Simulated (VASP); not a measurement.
# CO2 (Pnnm) in VASP: relaxation of cell and atoms with LDA

Aim: the relaxation of cell and atoms of CO2 with LDA.

Everything below comes from runs of VASP 6.6.1. Logs are shortened: lines on timing, memory, paths and dates and some standing lists are left out, and cuts for length are marked.

### 1 The cell of the first run

The structure is orthorhombic, space group Pnnm (No. 58). Conventional cell: a = 4.700 Å, b = 4.915 Å, c = 2.126 Å, α = 90.00°, β = 90.00°, γ = 90.00°. Within 1.9 Å of C (site symmetry 2/m) lie 4 O at 1.45 Å. O (site symmetry m) has 2 C at 1.45 Å and 1 O at 1.97 Å within 2.0 Å.

### 2 Relaxation of cell and atoms, LDA

Contents of INCAR:

```
PREC = Accurate ; ENCUT = 600
EDIFF = 1E-6 ; ISMEAR = 0
SIGMA = 0.02 ; LREAL = F
LASPH = T ; NELM = 80
ALGO = Normal ; ISIF = 3
LWAVE = F ; LCHARG = F
IBRION = 2 ; NSW = 80
EDIFFG = -0.01
```

Contents of KPOINTS:

```
regular mesh
0
Gamma
  6 6 12
```

Contents of POSCAR:

```
CO2
1.0
    4.6996610544      0.0000000000      0.0000000000
    0.0000000000      4.9149821403      0.0000000000
    0.0000000000      0.0000000000      2.1260285700
C O
2 4
Direct
    0.5000000000      0.5000000000      0.5000000000
    0.0000000000      0.0000000000      0.0000000000
    0.3433911061      0.3670133893      0.0000000000
    0.8433911061      0.1329866107      0.5000000000
    0.1566088939      0.8670133893      0.5000000000
    0.6566088939      0.6329866107      0.0000000000
```

Potentials or basis: VASP PAW LDA potentials, release 64 (C, O).

The run is started by

```
cat potpaw_LDA.64/C/POTCAR potpaw_LDA.64/O/POTCAR > POTCAR
mpirun -np 1 vasp_std > vasp.out
```

OUTCAR:

```text
PREC = Accurate
   ENCUT = 600
   EDIFF = 1E-6
   ISMEAR = 0
   LREAL = F
   LASPH = T
   NELM = 80
   ISIF = 3
   IBRION = 2
   NSW = 80
   EDIFFG = -0.01

 ion  position               nearest neighbor table
   1  0.500  0.500  0.500-   3 1.45   6 1.45   3 1.45   6 1.45
   2  0.000  0.000  0.000-   4 1.45   5 1.45   4 1.45   5 1.45
   3  0.343  0.367  0.000-   1 1.45   1 1.45
   4  0.843  0.133  0.500-   2 1.45   2 1.45
   5  0.157  0.867  0.500-   2 1.45   2 1.45
   6  0.657  0.633  0.000-   1 1.45   1 1.45

  LATTYP: Found a simple orthorhombic cell.
 ALAT       =     2.1260285700
 B/A-ratio  =     2.2105352302
 C/A-ratio  =     2.3118137779

  Lattice vectors:

 A1 = (   0.0000000000,   0.0000000000,   2.1260285700)
 A2 = (   4.6996610544,   0.0000000000,   0.0000000000)
 A3 = (   0.0000000000,   4.9149821403,   0.0000000000)

Analysis of symmetry for initial positions (statically):
=====================================================================
 Subroutine PRICEL returns:
 Original cell was already a primitive cell.

 Routine SETGRP: Setting up the symmetry group for a
 simple orthorhombic supercell.

 Subroutine GETGRP returns: Found  8 space group operations
 (whereof  4 operations were pure point group operations)
 out of a pool of  8 trial point group operations.

The static configuration has the point symmetry C_2h.
 The point group associated with its full space group is D_2h.

Analysis of symmetry for dynamics (positions and initial velocities):
=====================================================================
 Subroutine PRICEL returns:
 Original cell was already a primitive cell.

 Routine SETGRP: Setting up the symmetry group for a
 simple orthorhombic supercell.

 Subroutine GETGRP returns: Found  8 space group operations
 (whereof  4 operations were pure point group operations)
 out of a pool of  8 trial point group operations.

The dynamic configuration has the point symmetry C_2h.
 The point group associated with its full space group is D_2h.

 Subroutine INISYM returns: Found  8 space group operations
 (whereof  4 operations are pure point group operations),
 and found     1 'primitive' translations

----------------------------------------------------------------------------------------

                                     Primitive cell

  volume of cell :      49.1086

  direct lattice vectors                    reciprocal lattice vectors
     4.699661054  0.000000000  0.000000000     0.212781302  0.000000000  0.000000000
     0.000000000  4.914982140  0.000000000     0.000000000  0.203459539  0.000000000
     0.000000000  0.000000000  2.126028570     0.000000000  0.000000000  0.470360565

  length of vectors
     4.699661054  4.914982140  2.126028570     0.212781302  0.203459539  0.470360565

  position of ions in fractional coordinates (direct lattice)
     0.500000000  0.500000000  0.500000000
     0.000000000  0.000000000  0.000000000
     0.343391106  0.367013389  0.000000000
     0.843391106  0.132986611  0.500000000
     0.156608894  0.867013389  0.500000000
     0.656608894  0.632986611  0.000000000

  ion indices of the primitive-cell ions
   primitive index   ion index
                 1           1
                 2           2
                 3           3
                 4           4
                 5           5
                 6           6

----------------------------------------------------------------------------------------

 KPOINTS: regular mesh

Automatic generation of k-mesh.
 Grid dimensions read from file:
 generate k-points for:    6    6   12

 Generating k-lattice:

  Cartesian coordinates                     Fractional coordinates (reciprocal lattice)
     0.035463550  0.000000000  0.000000000     0.166666667  0.000000000  0.000000000
     0.000000000  0.033909923  0.000000000     0.000000000  0.166666667  0.000000000
     0.000000000  0.000000000  0.039196714     0.000000000  0.000000000  0.083333333

  Length of vectors
     0.035463550  0.033909923  0.039196714

  Shift w.r.t. Gamma in fractional coordinates (k-lattice)
     0.000000000  0.000000000  0.000000000

 Subroutine IBZKPT returns following result:
 ===========================================

 Found    112 irreducible k-points:

 Following reciprocal coordinates:
            Coordinates               Weight
  0.000000  0.000000  0.000000      1.000000
  0.166667  0.000000  0.000000      2.000000
  0.333333  0.000000  0.000000      2.000000
  0.500000  0.000000  0.000000      1.000000
  0.000000  0.166667  0.000000      2.000000
  0.166667  0.166667  0.000000      4.000000
[... 16 lines left out ...]
  0.333333  0.166667  0.083333      8.000000
  0.500000  0.166667  0.083333      4.000000
 [... further k-points ...]
   k-points           NKPTS =    112   k-points in BZ     NKDIM =    112   number of bands    NBANDS=     20
   number of dos      NEDOS =    301   number of ions     NIONS =      6
   total plane-waves  NPLWV =  28800
   dimension x,y,z NGX =    40 NGY =   40 NGZ =   18
   dimension x,y,z NGXF=    80 NGYF=   80 NGZF=   36
   ions per type =               2   4
   NGX,Y,Z   is equivalent  to a cutoff of  14.15, 13.53, 14.08 a.u.
   NGXF,Y,Z  is equivalent  to a cutoff of  28.30, 27.06, 28.15 a.u.
 SYSTEM =  unknown system
   PREC   = accura    normal or accurate (medium, high low for compatibility)
   ISTART =      0    job   : 0-new  1-cont  2-samecut
   ICHARG =      2    charge: 1-file 2-atom 10-const
   ISPIN  =      1    spin polarized calculation?
   LNONCOLLINEAR =      F non collinear calculations
   LSORBIT =      F    spin-orbit coupling
   LASPH  =      T    aspherical Exc in radial PAW
   ENCUT  =  600.0 eV  44.10 Ry    6.64 a.u.   9.39  9.82  4.25*2*pi/ulx,y,z
   NELM   =     80;   NELMIN=  2; NELMDL= -5     # of ELM steps
   EDIFF  = 0.1E-05   stopping-criterion for ELM
   LREAL  =      F    real-space projection
   EDIFFG = -.1E-01   stopping-criterion for IOM
   NSW    =     80    number of steps for IOM
   IBRION =      2    ionic relax: 0-MD 1-quasi-New 2-CG
   NFREE  =      1    steps in history (QN), initial steepest desc. (CG)
   ISIF   =      3    stress and relaxation
   ISYM   =      2    0-nonsym 1-usesym 2-fastsym
   POTIM  = 0.5000    time-step for ionic-motion
   TEBEG  =    0.0;   TEEND  =   0.0 temperature during run
   PSTRESS=    0.0 pullay stress
   NELECT =      32.0000    total number of electrons
   NUPDOWN=      -1.0000    fix difference up-down
   EMIN   =  10.00;   EMAX   =-10.00  energy-range for DOS
   EFERMI =   0.00;   METHOD = LEGACY
   ISMEAR =     0;   SIGMA  =   0.02  broadening in eV -4-tet -1-fermi 0-gaus
   EFERMI_NEDOS =   21; number of points for ismear=-14 and -15
   IALGO  =     38    algorithm
   IMIX   =      4    mixing-type and parameters
     AMIX     =   0.40;   BMIX     =  1.00
     AMIX_MAG =   1.60;   BMIX_MAG =  1.00
  volume/ion in A,a.u.               =       8.18        55.23
  Fermi-wavevector in a.u.,A,eV,Ry     =   1.419294  2.682076 27.407505  2.014395
  Thomas-Fermi vector in A             =   2.540329
   LORBIT       =      0    0 simple, 1 ext, 2 COOP (PROOUT), +10 PAW based schemes
   GGA     = CA    functional components
   LHFCALC =     F    Hartree Fock is set to
   AEXX    =    0.0000 exact exchange contribution
   IVDW    =     0    specifies the selected vdW correction
   LEPSILON=     F    determine dielectric tensor
   LRPA    =     F    only Hartree local field effects (RPA)
 conjugate gradient relaxation of ions
 non-spin polarized calculation
 Gauss-broadening in eV      SIGMA  =   0.02
  energy-cutoff  :      600.00
  volume of cell :       49.11
 maximum number of plane-waves:      1676
 NGX is ok and might be reduce to    40
   NGX = 19   NGY = 19   NGZ =  9

--------------------------------------- Ionic step        1  -------------------------------------------

 number of electron      32.0000002 magnetization

 Free energy of the ion-electron system (eV)
  ---------------------------------------------------
  ext. energy  EPLUGINS =         0.00000000
  ---------------------------------------------------
  free energy    TOTEN  =       -42.64136392 eV

  energy without entropy =      -42.64136392  energy(sigma->0) =      -42.64136392

------------------------ aborting loop because EDIFF is reached ----------------------------------------

  FORCE on cell =-STRESS in cart. coord.  units (eV):
  Direction    XX          YY          ZZ          XY          YZ          ZX
  --------------------------------------------------------------------------------------
  -------------------------------------------------------------------------------------
  Total        0.1289144      0.1097511      1.0920744      0.0000000      0.0000000      0.0000000
  in kB        4.2058552      3.5806507     35.6291318      0.0000000      0.0000000      0.0000000
  external PRESSURE =      14.4718792 kB  Pullay stress =       0.0000000 kB
[... 101 lines left out ...]
  FREE ENERGIE OF THE ION-ELECTRON SYSTEM (eV)
  ---------------------------------------------------
  free  energy   TOTEN  =       -42.6442838957 eV

  energy  without entropy=      -42.6442838957  energy(sigma->0) =      -42.64428390

[... ionic steps 4 to 36 ...]

--------------------------------------- Ionic step       37  -------------------------------------------

 number of electron      31.9999997 magnetization

------------------------ aborting loop because EDIFF is reached ----------------------------------------
[... 75 lines left out ...]
--------------------------------------- Ionic step       39  -------------------------------------------

 number of electron      31.9999998 magnetization

 Free energy of the ion-electron system (eV)
  ---------------------------------------------------
  ext. energy  EPLUGINS =         0.00000000
  ---------------------------------------------------
  free energy    TOTEN  =       -42.65266819 eV

  energy without entropy =      -42.65266819  energy(sigma->0) =      -42.65266819

 E-fermi :   2.8637     XC(G=0): -11.7006

 val. band max:        2.7729101410   @ k =   0.0000   0.3333   0.0000
 cond. band min:       3.6461805444   @ k =   0.0000   0.5000   0.5000
 fundamental gap:      0.8732704034
 Fermi energy:         2.8636650226

 k-point     1 :       0.0000    0.0000    0.0000
  band No.  band energies     occupation
      1     -21.7011      2.00000
      2     -20.9029      2.00000
      3     -16.9239      2.00000
      4     -16.9057      2.00000
      5      -5.5028      2.00000
      6      -5.3233      2.00000
[... 541 lines left out ...]
     19      10.6055      0.00000
     20      10.6055      0.00000

 [... further k-points ...]

------------------------ aborting loop because EDIFF is reached ----------------------------------------

  FORCE on cell =-STRESS in cart. coord.  units (eV):
  Direction    XX          YY          ZZ          XY          YZ          ZX
  --------------------------------------------------------------------------------------
  -------------------------------------------------------------------------------------
  Total       -0.0123491      0.0587690      0.0002342     -0.0000000      0.0000000      0.0000000
  in kB       -0.4154642      1.9771749      0.0078783     -0.0000000      0.0000000      0.0000000
  external PRESSURE =       0.5231963 kB  Pullay stress =       0.0000000 kB
[... 21 lines left out ...]
  FREE ENERGIE OF THE ION-ELECTRON SYSTEM (eV)
  ---------------------------------------------------
  free  energy   TOTEN  =       -42.6526681904 eV

  energy  without entropy=      -42.6526681904  energy(sigma->0) =      -42.65266819

 reached required accuracy - stopping structural energy minimisation
```

Wall time 9.9 min (1 thread of Intel Xeon 6975P-C (Granite Rapids), shared host); peak memory 0.23 GiB.

What came out:

```yaml
Free_energy: -42.6527 eV
Relaxed_volume: 7.94 Å³/atom
Relaxed_cell: a = 4.505 Å, b = 4.954 Å, c = 2.134 Å, α = 90.00°, β = 90.00°, γ = 90.00°
Space_group_after_relaxing_to_0.1_Å: Pnnm (No. 58)
Energy_gained_by_relaxing: 1.9 meV/atom
Ionic_steps: 39
Pressure_after_relaxing: 0.1 GPa
Largest_force_after_relaxing: 0.008 eV/Å
Band_gap_on_the_k_mesh: 0.87 eV (least direct gap 1.21 eV)
```

Forces on the atoms (eV/Å):
```
C    0.000  0.000  0.000
C    0.000  0.000  0.000
O   -0.006  0.005  0.000
O   -0.006 -0.005  0.000
O    0.006  0.005  0.000
O    0.006 -0.005  0.000
```

Stress tensor (GPa, compression positive):
```
-0.04  0.00  0.00
 0.00  0.20  0.00
 0.00  0.00  0.00
```

The path:
```csv
step,energy change (eV),largest force (eV/Å),pressure (GPa),volume (Å³)
1,0.0000,0.2178,1.45,49.11
2,0.0112,0.4995,-4.87,49.63
3,-0.0029,0.0133,-0.55,49.27
4,-0.0035,0.1094,-0.67,49.14
5,-0.0035,0.0831,-0.65,49.17
6,-0.0041,0.0767,-0.58,49.06
7,-0.0055,0.0566,-0.33,48.75
8,-0.0063,0.0216,0.22,48.11
9,-0.0064,0.0263,0.13,48.22
10,-0.0064,0.0282,0.11,48.24
11,-0.0063,0.0399,-0.16,48.27
12,-0.0064,0.0116,-0.02,48.26
13,-0.0064,0.0109,-0.03,48.26
14,-0.0065,0.0103,-0.09,48.27
15,-0.0066,0.0111,-0.20,48.29
16,-0.0067,0.0123,-0.42,48.32
17,-0.0067,0.0185,-0.84,48.39
18,-0.0067,0.0154,-0.62,48.36
19,-0.0067,0.0151,-0.63,48.36
20,-0.0068,0.0148,-0.63,48.36
21,-0.0068,0.0148,-0.64,48.36
22,-0.0068,0.0148,-0.64,48.36
23,-0.0069,0.0146,-0.65,48.36
24,-0.0070,0.0152,-0.66,48.37
25,-0.0073,0.0152,-0.68,48.38
26,-0.0078,0.0172,-0.70,48.40
27,-0.0086,0.0164,-0.76,48.44
28,-0.0088,0.0141,-0.86,48.50
29,-0.0091,0.0243,-0.77,48.47
30,-0.0094,0.0219,-0.31,48.38
31,-0.0095,0.0210,-0.10,48.34
32,-0.0098,0.0280,-0.05,48.27
33,-0.0105,0.0524,0.12,48.08
34,-0.0110,0.1024,0.45,47.69
35,-0.0112,0.0673,0.32,47.66
36,-0.0113,0.0107,0.10,47.60
37,-0.0113,0.0093,0.08,47.60
38,-0.0113,0.0085,0.11,47.60
39,-0.0113,0.0078,0.05,47.62
```

Final structure:
```
CELL_PARAMETERS angstrom
4.50507 0.00000 0.00000
0.00000 4.95411 0.00000
0.00000 0.00000 2.13377
ATOMIC_POSITIONS crystal
C 0.50000 0.50000 0.50000
C 0.00000 0.00000 0.00000
O 0.32827 0.37624 0.00000
O 0.82827 0.12376 0.50000
O 0.17173 0.87624 0.50000
O 0.67173 0.62376 0.00000
```

A k mesh can miss the band edges.
